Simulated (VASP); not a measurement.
# InPd (Pm-3m) in VASP: a series of runs

The runs below take InPd through single point, with LDA.

All numbers are computed with VASP 6.6.1; they aren't measurements. Logs are shortened: lines on timing, memory, paths and dates and some standing lists are left out, and cuts for length are marked.

## 1. The cell of the first run

Symmetry: Pm-3m, No. 221, cubic system. The conventional cell has a = 3.182 Å, b = 3.182 Å, c = 3.182 Å, α = 90.00°, β = 90.00°, γ = 90.00°. Within 3.6 Å of In (site symmetry m-3m) lie 8 Pd at 2.76 Å and 6 In at 3.18 Å. Pd (site symmetry m-3m) has 8 In at 2.76 Å and 6 Pd at 3.18 Å within 3.6 Å.

## 2. Single point, LDA

Contents of INCAR:

```
SYSTEM = InPd
ALGO = Normal
EDIFF = 1E-6
ENCUT = 520
GGA = CA
ISIF = 2
ISMEAR = -1
LASPH = .TRUE.
LCHARG = .FALSE.
LREAL = .FALSE.
LWAVE = .FALSE.
NBANDS = 18
NELM = 100
PREC = Accurate
SIGMA = 0.15
```

Contents of KPOINTS:

```
k-points
0
G
  9 9 9
  0 0 0
```

Contents of POSCAR:

```
InPd
1.0
    3.1821987917      0.0000000000      0.0000000000
    0.0000000000      3.1821987917      0.0000000000
    0.0000000000      0.0000000000      3.1821987917
In Pd
1 1
Direct
    0.0000000000      0.0000000000      0.0000000000
    0.5000000000      0.5000000000      0.5000000000
```

Potentials or basis: VASP PAW LDA potentials, release 64 (In_d, Pd).

Run with:

```
> cat potpaw_LDA.64/In_d/POTCAR potpaw_LDA.64/Pd/POTCAR > POTCAR
> mpirun -np 1 vasp_std > vasp.out
```

OUTCAR:

```text
SYSTEM = InPd
   EDIFF = 1E-6
   ENCUT = 520
   GGA = CA
   ISIF = 2
   ISMEAR = -1
   LASPH = .TRUE.
   LREAL = .FALSE.
   NELM = 100
   PREC = Accurate

 ion  position               nearest neighbor table
   1  0.000  0.000  0.000-   2 2.76   2 2.76   2 2.76   2 2.76   2 2.76   2 2.76   2 2.76   2 2.76

   2  0.500  0.500  0.500-   1 2.76   1 2.76   1 2.76   1 2.76   1 2.76   1 2.76   1 2.76   1 2.76

  LATTYP: Found a simple cubic cell.
 ALAT       =     3.1821987917

  Lattice vectors:

 A1 = (   3.1821987917,   0.0000000000,   0.0000000000)
 A2 = (   0.0000000000,   3.1821987917,   0.0000000000)
 A3 = (   0.0000000000,   0.0000000000,   3.1821987917)

Analysis of symmetry for initial positions (statically):
=====================================================================
 Subroutine PRICEL returns:
 Original cell was already a primitive cell.

 Routine SETGRP: Setting up the symmetry group for a
 simple cubic supercell.

 Subroutine GETGRP returns: Found 48 space group operations
 (whereof 48 operations were pure point group operations)
 out of a pool of 48 trial point group operations.

The static configuration has the point symmetry O_h .

Analysis of symmetry for dynamics (positions and initial velocities):
=====================================================================
 Subroutine PRICEL returns:
 Original cell was already a primitive cell.

 Routine SETGRP: Setting up the symmetry group for a
 simple cubic supercell.

 Subroutine GETGRP returns: Found 48 space group operations
 (whereof 48 operations were pure point group operations)
 out of a pool of 48 trial point group operations.

The dynamic configuration has the point symmetry O_h .

 Subroutine INISYM returns: Found 48 space group operations
 (whereof 48 operations are pure point group operations),
 and found     1 'primitive' translations

----------------------------------------------------------------------------------------

                                     Primitive cell

  volume of cell :      32.2242

  direct lattice vectors                    reciprocal lattice vectors
     3.182198792  0.000000000  0.000000000     0.314248124  0.000000000  0.000000000
     0.000000000  3.182198792  0.000000000     0.000000000  0.314248124  0.000000000
     0.000000000  0.000000000  3.182198792     0.000000000  0.000000000  0.314248124

  length of vectors
     3.182198792  3.182198792  3.182198792     0.314248124  0.314248124  0.314248124

  position of ions in fractional coordinates (direct lattice)
     0.000000000  0.000000000  0.000000000
     0.500000000  0.500000000  0.500000000

  ion indices of the primitive-cell ions
   primitive index   ion index
                 1           1
                 2           2

----------------------------------------------------------------------------------------

 KPOINTS: k-points

Automatic generation of k-mesh.
 Grid dimensions read from file:
 generate k-points for:    9    9    9

 Generating k-lattice:

  Cartesian coordinates                     Fractional coordinates (reciprocal lattice)
     0.034916458  0.000000000  0.000000000     0.111111111  0.000000000  0.000000000
     0.000000000  0.034916458  0.000000000     0.000000000  0.111111111  0.000000000
     0.000000000  0.000000000  0.034916458     0.000000000  0.000000000  0.111111111

  Length of vectors
     0.034916458  0.034916458  0.034916458

  Shift w.r.t. Gamma in fractional coordinates (k-lattice)
     0.000000000  0.000000000  0.000000000

 Subroutine IBZKPT returns following result:
 ===========================================

 Found     35 irreducible k-points:

 Following reciprocal coordinates:
            Coordinates               Weight
  0.000000  0.000000  0.000000      1.000000
  0.111111  0.000000  0.000000      6.000000
  0.222222  0.000000  0.000000      6.000000
  0.333333  0.000000  0.000000      6.000000
  0.444444  0.000000  0.000000      6.000000
  0.111111  0.111111  0.000000     12.000000
[... 16 lines left out ...]
  0.333333  0.333333  0.111111     24.000000
  0.444444  0.333333  0.111111     48.000000
 [... further k-points ...]
   k-points           NKPTS =     35   k-points in BZ     NKDIM =     35   number of bands    NBANDS=     18
   number of dos      NEDOS =    301   number of ions     NIONS =      2
   total plane-waves  NPLWV =  13824
   dimension x,y,z NGX =    24 NGY =   24 NGZ =   24
   dimension x,y,z NGXF=    48 NGYF=   48 NGZF=   48
   ions per type =               1   1
   NGX,Y,Z   is equivalent  to a cutoff of  12.54, 12.54, 12.54 a.u.
   NGXF,Y,Z  is equivalent  to a cutoff of  25.08, 25.08, 25.08 a.u.
 SYSTEM =  InPd
   PREC   = accura    normal or accurate (medium, high low for compatibility)
   ISTART =      0    job   : 0-new  1-cont  2-samecut
   ICHARG =      2    charge: 1-file 2-atom 10-const
   ISPIN  =      1    spin polarized calculation?
   LNONCOLLINEAR =      F non collinear calculations
   LSORBIT =      F    spin-orbit coupling
   LASPH  =      T    aspherical Exc in radial PAW
   ENCUT  =  520.0 eV  38.22 Ry    6.18 a.u.   5.92  5.92  5.92*2*pi/ulx,y,z
   NELM   =    100;   NELMIN=  2; NELMDL= -5     # of ELM steps
   EDIFF  = 0.1E-05   stopping-criterion for ELM
   LREAL  =      F    real-space projection
   EDIFFG = 0.1E-04   stopping-criterion for IOM
   NSW    =      0    number of steps for IOM
   IBRION =     -1    ionic relax: 0-MD 1-quasi-New 2-CG
   NFREE  =      0    steps in history (QN), initial steepest desc. (CG)
   ISIF   =      2    stress and relaxation
   ISYM   =      2    0-nonsym 1-usesym 2-fastsym
   POTIM  = 0.5000    time-step for ionic-motion
   TEBEG  =    0.0;   TEEND  =   0.0 temperature during run
   PSTRESS=    0.0 pullay stress
   NELECT =      23.0000    total number of electrons
   NUPDOWN=      -1.0000    fix difference up-down
   EMIN   =  10.00;   EMAX   =-10.00  energy-range for DOS
   EFERMI =   0.00;   METHOD = LEGACY
   ISMEAR =    -1;   SIGMA  =   0.15  broadening in eV -4-tet -1-fermi 0-gaus
   EFERMI_NEDOS =   21; number of points for ismear=-14 and -15
   IALGO  =     38    algorithm
   IMIX   =      4    mixing-type and parameters
     AMIX     =   0.40;   BMIX     =  1.00
     AMIX_MAG =   1.60;   BMIX_MAG =  1.00
  volume/ion in A,a.u.               =      16.11       108.73
  Fermi-wavevector in a.u.,A,eV,Ry     =   1.463042  2.764749 29.123162  2.140492
  Thomas-Fermi vector in A             =   2.579184
   LORBIT       =      0    0 simple, 1 ext, 2 COOP (PROOUT), +10 PAW based schemes
   GGA     = CA    functional components
   LHFCALC =     F    Hartree Fock is set to
   AEXX    =    0.0000 exact exchange contribution
   IVDW    =     0    specifies the selected vdW correction
   LEPSILON=     F    determine dielectric tensor
   LRPA    =     F    only Hartree local field effects (RPA)
 non-spin polarized calculation
  energy-cutoff  :      520.00
  volume of cell :       32.22
 maximum number of plane-waves:       895
 NGX is ok and might be reduce to    24
   NGX = 11   NGY = 11   NGZ = 11

 number of electron      23.0000009 magnetization

 Free energy of the ion-electron system (eV)
  ---------------------------------------------------
  ext. energy  EPLUGINS =         0.00000000
  ---------------------------------------------------
  free energy    TOTEN  =       -10.79873603 eV

  energy without entropy =      -10.74257249  energy(sigma->0) =      -10.77065426

 E-fermi :  11.6726     XC(G=0): -13.0144

 val. band max:       11.5750990210   @ k =   0.3333   0.2222   0.0000
 cond. band min:      11.7275328332   @ k =   0.4444   0.4444   0.2222
 fundamental gap:      0.1524338123
 Fermi energy:        11.6726374672

 k-point     1 :       0.0000    0.0000    0.0000
  band No.  band energies     occupation
      1      -3.5280      2.00000
      2      -3.5280      2.00000
      3      -3.0021      2.00000
      4      -3.0021      2.00000
      5      -3.0021      2.00000
      6       0.7659      2.00000
[... 10 lines left out ...]
     17      22.8910      0.00000
     18      27.7847      0.00000

 k-point     2 :       0.1111    0.0000    0.0000
  band No.  band energies     occupation
      1      -3.5181      2.00000
      2      -3.4756      2.00000
      3      -3.0176      2.00000
      4      -3.0176      2.00000
      5      -2.9967      2.00000
      6       0.9766      2.00000
[... 10 lines left out ...]
     17      24.1153      0.00000
     18      27.4486      0.00000

 k-point     3 :       0.2222    0.0000    0.0000
  band No.  band energies     occupation
      1      -3.4930      2.00000
      2      -3.3440      2.00000
      3      -3.0567      2.00000
      4      -3.0567      2.00000
      5      -2.9830      2.00000
      6       1.6059      2.00000
[... 10 lines left out ...]
     17      26.8438      0.00000
     18      27.2862      0.00000

 k-point     4 :       0.3333    0.0000    0.0000
  band No.  band energies     occupation
      1      -3.4642      2.00000
      2      -3.1958      2.00000
      3      -3.1007      2.00000
      4      -3.1007      2.00000
      5      -2.9674      2.00000
      6       2.6354      2.00000
[... 10 lines left out ...]
     17      25.7841      0.00000
     18      25.7873      0.00000

 k-point     5 :       0.4444    0.0000    0.0000
  band No.  band energies     occupation
      1      -3.4452      2.00000
      2      -3.1292      2.00000
      3      -3.1292      2.00000
      4      -3.1000      2.00000
      5      -2.9572      2.00000
      6       3.9987      2.00000
[... 10 lines left out ...]
     17      23.5802      0.00000
     18      23.5803      0.00000

 k-point     6 :       0.1111    0.1111    0.0000
  band No.  band energies     occupation
      1      -3.4885      2.00000
      2      -3.4435      2.00000
      3      -3.0369      2.00000
      4      -3.0237      2.00000
      5      -3.0037      2.00000
      6       1.1861      2.00000
[... 307 lines left out ...]
 k-point    21 :       0.3333    0.2222    0.1111
  band No.  band energies     occupation
      1      -3.3148      2.00000
      2      -3.2274      2.00000
      3      -3.1436      2.00000
      4      -3.0792      2.00000
      5      -3.0718      2.00000
      6       3.4682      2.00000
[... 10 lines left out ...]
     17      24.6693      0.00000
     18      25.8193      0.00000

 k-point    22 :       0.4444    0.2222    0.1111
  band No.  band energies     occupation
      1      -3.2995      2.00000
      2      -3.2772      2.00000
      3      -3.1774      2.00000
      4      -3.0789      2.00000
      5      -2.9763      2.00000
      6       4.4840      2.00000
[... 10 lines left out ...]
     17      24.5312      0.00000
     18      26.3261      0.00000

 k-point    23 :       0.3333    0.3333    0.1111
  band No.  band energies     occupation
      1      -3.3203      2.00000
      2      -3.2671      2.00000
      3      -3.1615      2.00000
      4      -3.1358      2.00000
      5      -2.9475      2.00000
      6       4.1538      2.00000
[... 10 lines left out ...]
     17      23.7051      0.00000
     18      25.0622      0.00000

 k-point    24 :       0.4444    0.3333    0.1111
  band No.  band energies     occupation
      1      -3.3779      2.00000
      2      -3.2500      2.00000
      3      -3.1926      2.00000
      4      -3.1530      2.00000
      5      -2.8532      2.00000
      6       4.7687      2.00000
[... 10 lines left out ...]
     17      23.5233      0.00000
     18      25.4660      0.00000

 [... further k-points ...]
[... 5 lines left out ...]
  --------------------------------------------------------------------------------------
  -------------------------------------------------------------------------------------
  Total        1.1740147      1.1740147      1.1740147     -0.0000000      0.0000000     -0.0000000
  in kB       58.3716816     58.3716816     58.3716816     -0.0000000      0.0000000     -0.0000000
  external PRESSURE =      58.3716816 kB  Pullay stress =       0.0000000 kB

 VOLUME and BASIS-vectors are now :
 -----------------------------------------------------------------------------
  energy-cutoff  :      520.00
  volume of cell :       32.22
      direct lattice vectors                 reciprocal lattice vectors
     3.182198792  0.000000000  0.000000000     0.314248124  0.000000000  0.000000000
     0.000000000  3.182198792  0.000000000     0.000000000  0.314248124  0.000000000
     0.000000000  0.000000000  3.182198792     0.000000000  0.000000000  0.314248124

 POSITION                                       TOTAL-FORCE (eV/Angst)
 -----------------------------------------------------------------------------------
      0.00000      0.00000      0.00000         0.000000      0.000000      0.000000
      1.59110      1.59110      1.59110         0.000000      0.000000      0.000000
 -----------------------------------------------------------------------------------
    total drift:                                0.000000      0.000000     -0.000000

  FREE ENERGIE OF THE ION-ELECTRON SYSTEM (eV)
  ---------------------------------------------------
  free  energy   TOTEN  =       -10.7987360270 eV

  energy  without entropy=      -10.7425724863  energy(sigma->0) =      -10.77065426
```

Run time: 9.4 s. Hardware: 1 thread of Intel Xeon Platinum 8488C (Sapphire Rapids), shared host; peak memory 0.14 GiB.

What came out:

```
Free energy : -10.7987 eV
Pressure    : 5.8 GPa
```

Levels at points of the mesh, in eV from the Fermi level:
| k point | band 8 | band 9 | band 10 | band 11 | band 12 | band 13 | band 14 | band 15 |
| --- | --- | --- | --- | --- | --- | --- | --- | --- |
| (0.00, 0.00, 0.00) | -4.31 | -2.56 | -2.56 | -2.56 | 4.20 | 4.20 | 4.20 | 10.32 |

Caveat: spin-orbit coupling is left out, which moves the levels of the heavy elements.

## 3. Single point, LDA

This run uses another cell than the first one, of 16.81 Å³/atom, 1.043 times its volume.

Contents of INCAR:

```
SYSTEM = InPd
ALGO = Normal
EDIFF = 1E-7
ENCUT = 520
ISIF = 2
ISMEAR = -1
LASPH = .TRUE.
LCHARG = .FALSE.
LREAL = .FALSE.
LWAVE = .FALSE.
NBANDS = 18
NELM = 80
PREC = Accurate
SIGMA = 0.15
```

KPOINTS is that of step 2.

Contents of POSCAR:

```
InPd
1.0
    3.2276649171      0.0000000000      0.0000000000
    0.0000000000      3.2276649171      0.0000000000
    0.0000000000      0.0000000000      3.2276649171
In Pd
1 1
Direct
    0.0000000000      0.0000000000      0.0000000000
    0.5000000000      0.5000000000      0.5000000000
```

Potentials or basis: VASP PAW LDA potentials, release 64 (In_d, Pd).

Run with:

```
> cat potpaw_LDA.64/In_d/POTCAR potpaw_LDA.64/Pd/POTCAR > POTCAR
> mpirun -np 1 vasp_std > vasp.out
```

OUTCAR:

```text
SYSTEM = InPd
   EDIFF = 1E-7
   ENCUT = 520
   ISIF = 2
   ISMEAR = -1
   LASPH = .TRUE.
   LREAL = .FALSE.
   NELM = 80
   PREC = Accurate

 ion  position               nearest neighbor table
   1  0.000  0.000  0.000-   2 2.80   2 2.80   2 2.80   2 2.80   2 2.80   2 2.80   2 2.80   2 2.80

   2  0.500  0.500  0.500-   1 2.80   1 2.80   1 2.80   1 2.80   1 2.80   1 2.80   1 2.80   1 2.80

  LATTYP: Found a simple cubic cell.
 ALAT       =     3.2276649171

  Lattice vectors:

 A1 = (   3.2276649171,   0.0000000000,   0.0000000000)
 A2 = (   0.0000000000,   3.2276649171,   0.0000000000)
[... 189 lines left out ...]
      6       0.4270      2.00000
[... 481 lines left out ...]
      5      -3.5012      2.00000
      6       4.3013      2.00000
[... 10 lines left out ...]
     17      22.5942      0.00000
     18      24.4656      0.00000

 [... further k-points ...]
[... 5 lines left out ...]
  --------------------------------------------------------------------------------------
  -------------------------------------------------------------------------------------
  Total       -0.2159570     -0.2159570     -0.2159570      0.0000000      0.0000000     -0.0000000
  in kB      -10.2899334    -10.2899334    -10.2899334      0.0000000      0.0000000     -0.0000000
  external PRESSURE =     -10.2899334 kB  Pullay stress =       0.0000000 kB

 VOLUME and BASIS-vectors are now :
 -----------------------------------------------------------------------------
  energy-cutoff  :      520.00
  volume of cell :       33.63
      direct lattice vectors                 reciprocal lattice vectors
     3.227664917  0.000000000  0.000000000     0.309821504  0.000000000  0.000000000
     0.000000000  3.227664917  0.000000000     0.000000000  0.309821504  0.000000000
     0.000000000  0.000000000  3.227664917     0.000000000  0.000000000  0.309821504

 POSITION                                       TOTAL-FORCE (eV/Angst)
 -----------------------------------------------------------------------------------
      0.00000      0.00000      0.00000         0.000000      0.000000      0.000000
      1.61383      1.61383      1.61383         0.000000      0.000000      0.000000
 -----------------------------------------------------------------------------------
    total drift:                                0.000000      0.000000     -0.000000

  FREE ENERGIE OF THE ION-ELECTRON SYSTEM (eV)
  ---------------------------------------------------
  free  energy   TOTEN  =       -10.8192579339 eV

  energy  without entropy=      -10.7603230795  energy(sigma->0) =      -10.78979051
```

OSZICAR:

```text
N       E                     dE             d eps       ncg     rms          rms(c)
DAV:   1     0.163309989603E+03    0.16331E+03   -0.11331E+04  1294   0.170E+03
DAV:   2    -0.184451670380E+01   -0.16515E+03   -0.15888E+03  1282   0.365E+02
DAV:   3    -0.108777540056E+02   -0.90332E+01   -0.89498E+01  1396   0.903E+01
DAV:   4    -0.110805960507E+02   -0.20284E+00   -0.20270E+00  1564   0.121E+01
DAV:   5    -0.110896605035E+02   -0.90645E-02   -0.90639E-02  1714   0.242E+00    0.748E+00
DAV:   6    -0.108757384597E+02    0.21392E+00   -0.49304E-01  1384   0.906E+00    0.349E+00
DAV:   7    -0.108309916831E+02    0.44747E-01   -0.65509E-02  1648   0.485E+00    0.166E+00
DAV:   8    -0.108204072658E+02    0.10584E-01   -0.23559E-02  1494   0.131E+00    0.423E-01
DAV:   9    -0.108193061902E+02    0.11011E-02   -0.18391E-03  1664   0.717E-01    0.102E-01
DAV:  10    -0.108192600756E+02    0.46115E-04   -0.35295E-05  1884   0.845E-02    0.425E-02
DAV:  11    -0.108192579784E+02    0.20972E-05   -0.33765E-06  1426   0.159E-02    0.125E-02
DAV:  12    -0.108192579339E+02    0.44468E-07   -0.22929E-07  1448   0.429E-03
   1 F= -.10819258E+02 E0= -.10789791E+02  d E =-.589349E-01
```

stdout:

```text
POSCAR found type information on POSCAR InPd
 POSCAR found :  2 types and       2 ions
 scaLAPACK will be used
 LDA part: xc-table for (Slater(with rela. corr.)+CA(PZ))
 , standard interpolation
 POSCAR, INCAR and KPOINTS ok, starting setup
 FFT: planning ... GRIDC
 FFT: planning ... GRID_SOFT
 FFT: planning ... GRID
 WAVECAR not read
 entering main loop
```

It took 9 s on 1 thread of Intel Xeon Platinum 8488C (Sapphire Rapids), shared host; peak memory 0.14 GiB.

What came out:

| Property | Result |
| --- | --- |
| Free energy | -10.8193 eV |
| Pressure | -1.0 GPa |

Caveat: spin-orbit coupling is left out, which moves the levels of the heavy elements.
